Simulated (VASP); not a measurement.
HgTe:

```
Hg Te
1.0
     7.32386    0.00000    0.00000
    -3.66193    6.34265    0.00000
     0.00000    0.00000    4.41185
Hg Te
3 3
Direct
  0.00000 0.00000 0.00000
  0.33333 0.66667 0.50000
  0.66667 0.33333 0.50000
  0.50000 0.00000 0.00000
  0.50000 0.50000 0.00000
  0.00000 0.50000 0.00000
```

| Quantity | Value |
| --- | --- |
| Program | VASP 6.6.1 |
| Task | relaxation of cell and atoms |
| Functional | PBE |
| Potentials or basis | VASP PAW PBE potentials, release 64 (Hg, Te) |
| Cutoff | 600 eV |
| k mesh | 6 × 6 × 8 |
| Occupations | gaussian, width 0.1 eV |
| Spin | no spin polarisation |

At the start: pressure 0.1 GPa; volume 34.16 Å³/atom.

Task: How do energy, volume and symmetry change on relaxing?

Result: Over 9 steps the energy falls by 3.2 meV/atom and the volume is 34.46 Å³/atom (+0.9 %); space group P6/mmm (No. 191, to 0.05 Å).

Step by step:
```tsv
step	energy change (eV)	largest force (eV/Å)	pressure (GPa)	volume (Å³)
1	0.0000	0.0000	0.14	204.94
2	-0.0061	0.0000	0.02	205.83
3	-0.0156	0.0000	-0.27	208.17
4	-0.0162	0.0000	-0.34	208.88
5	-0.0191	0.0000	-0.04	207.16
6	-0.0191	0.0000	-0.05	207.21
7	-0.0192	0.0000	-0.04	206.97
8	-0.0192	0.0000	0.04	206.52
9	-0.0193	0.0000	0.02	206.75
```

Final structure:
```xyz
6
Lattice="7.4567 0.0000 0.0000 -3.7284 6.4577 0.0000 0.0000 0.0000 4.2935" Properties=species:S:1:pos:R:3 pbc="T T T"
Hg    0.0000    0.0000    0.0000
Hg    0.0000    4.3051    2.1468
Hg    3.7284    2.1526    2.1468
Te    3.7284    0.0000    0.0000
Te    1.8642    3.2288    0.0000
Te   -1.8642    3.2288    0.0000
```
